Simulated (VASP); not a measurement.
The system is CoSi.

```
Co Si
1.0
     4.43800    0.00000    0.00000
     0.00000    4.43800    0.00000
     0.00000    0.00000    4.43800
Co Si
4 4
Direct
  0.14000 0.14000 0.14000
  0.36000 0.86000 0.64000
  0.64000 0.36000 0.86000
  0.86000 0.64000 0.36000
  0.84300 0.84300 0.84300
  0.65700 0.15700 0.34300
  0.34300 0.65700 0.15700
  0.15700 0.34300 0.65700
```

```yaml
Program: VASP 6.6.1
Task: relaxation of cell and atoms
Functional: PBE
Potentials_or_basis: VASP PAW PBE potentials, release 64 (Co, Si)
Cutoff: 600 eV
k_mesh: 12 × 12 × 12
Occupations: gaussian, width 0.05 eV
Spin: no spin polarisation
```

At the start: pressure -0.4 GPa; volume 10.93 Å³/atom.

Task: Where does the relaxation end?

Result: Over 7 steps the energy falls by 2.8 meV/atom and the volume is 10.86 Å³/atom (-0.6 %); space group P2_13 (No. 198, to 0.1 Å) before and after.

Step by step:
```tsv
step	energy change (eV)	largest force (eV/Å)	pressure (GPa)	volume (Å³)
1	0.0000	0.2720	-0.42	87.41
2	-0.0124	0.1878	0.20	87.05
3	-0.0192	0.0789	1.16	86.55
4	-0.0181	0.0617	-1.67	87.55
5	-0.0218	0.0538	-0.15	87.00
6	-0.0223	0.0121	-0.01	86.92
7	-0.0224	0.0027	0.02	86.91
```

Final structure:
```xyz
8
Lattice="4.4295 0.0000 0.0000 0.0000 4.4295 0.0000 0.0000 0.0000 4.4295" Properties=species:S:1:pos:R:3 pbc="T T T"
Co    0.6428    0.6428    0.6428
Co    1.5719    3.7866    2.8575
Co    2.8575    1.5719    3.7866
Co    3.7866    2.8575    1.5719
Si    3.7349    3.7349    3.7349
Si    2.9093    0.6946    1.5201
Si    1.5201    2.9093    0.6946
Si    0.6946    1.5201    2.9093
```
